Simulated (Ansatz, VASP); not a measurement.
Two plane-wave programs on Sn3Te

The input INCAR:

```
SYSTEM = Sn3Te
ALGO     = Normal         ! electronic algorithm
EDIFF    = 1E-7           ! SCF threshold, eV
EDIFFG   = -0.01          ! ionic threshold
ENCUT    = 600            ! plane-wave cutoff, eV
GGA      = PS             ! functional
IBRION   = 2              ! ionic algorithm
ISIF     = 3              ! what is computed and relaxed
ISMEAR   = -1             ! smearing method
LASPH    = .TRUE.         ! aspherical terms in the spheres
LCHARG   = .FALSE.        ! write CHGCAR
LREAL    = .FALSE.        ! projectors in reciprocal space
LWAVE    = .FALSE.        ! write WAVECAR
NELM     = 80             ! most SCF steps
NSW      = 60             ! ionic steps
PREC     = Accurate       ! precision mode
SIGMA    = 0.05           ! smearing width, eV
```

The input KPOINTS:

```
k-points
0
G
  6 6 6
  0 0 0
```

File POSCAR:

```
Sn3Te
1.0
    4.8656220000      0.0000000000      0.0000000000
    0.0000000000      4.8656220000      0.0000000000
    0.0000000000      0.0000000000      4.8656220000
Te Sn
1 3
Direct
    0.0000000000      0.0000000000      0.0000000000
    0.0000000000      0.5000000000      0.5000000000
    0.5000000000      0.0000000000      0.5000000000
    0.5000000000      0.5000000000      0.0000000000
```

File input.yaml:

```yaml
crystal:
  lattice:
    - [4.865622, 0.0, 0.0]
    - [0.0, 4.865622, 0.0]
    - [0.0, 0.0, 4.865622]
  atoms:
    - { symbol: Te, position: [0.0, 0.0, 0.0] }
    - { symbol: Sn, position: [0.0, 0.5, 0.5] }
    - { symbol: Sn, position: [0.5, 0.0, 0.5] }
    - { symbol: Sn, position: [0.5, 0.5, 0.0] }
hamiltonian:
  xc: pbesol
  pseudopotentials: { kind: paw }
kpoints:
  mp_grid: { grid: [6, 6, 6] }
scf:
  occupations: { method: fermi_dirac, width: 0.05 }
output:
  forces: true
  stress: true
  eigenvalues: true
  write_density: true
  write_potential: true
  elf: true
  volumetric_format: npy
relax:
  f_tol: 0.01
  max_steps: 40
  cell: { stress_tol: 0.05 }
```

Alike in both runs: task relaxation of cell and atoms; functional PBEsol; k mesh 6 × 6 × 6; occupations fermi-dirac, width 0.05 eV; no spin polarisation.

|  | VASP | Ansatz |
| --- | --- | --- |
| version | VASP 6.6.1 | Ansatz 0.2.0 |
| potentials or method | VASP PAW PBE potentials, release 64 (Te, Sn_d) | Ansatz PAW |
| plane-wave cutoff (eV) | 600 | 420 |
| valence electrons in the cell | 48 | 58 |

Ansatz gave:

| Item | Value |
| --- | --- |
| gap on the k mesh at the Fermi level, each at its own relaxed structure (eV) | none |
| relaxed volume (Å³/atom) | 27.36 |
| relaxed cell length with the largest relative difference (Å) | 4.783 |

Q: Which values does VASP return?

A: gap on the k mesh at the Fermi level, each at its own relaxed structure (eV): none; relaxed volume (Å³/atom): 27.34; relaxed cell length with the largest relative difference (Å): 4.782.

VASP's potentials were made for PBE, not for PBEsol. A gap of «none» marks a metal or a gap that the smearing closes. VASP's potentials hold 48 valence electrons a cell and Ansatz's 58, so a difference there can come from the potentials and not from the codes.

Spin-orbit coupling is off throughout. Noted on Ansatz's run: the plane-wave basis is chosen anew once the cell has moved, so the energies of steps on either side of that aren't comparable.
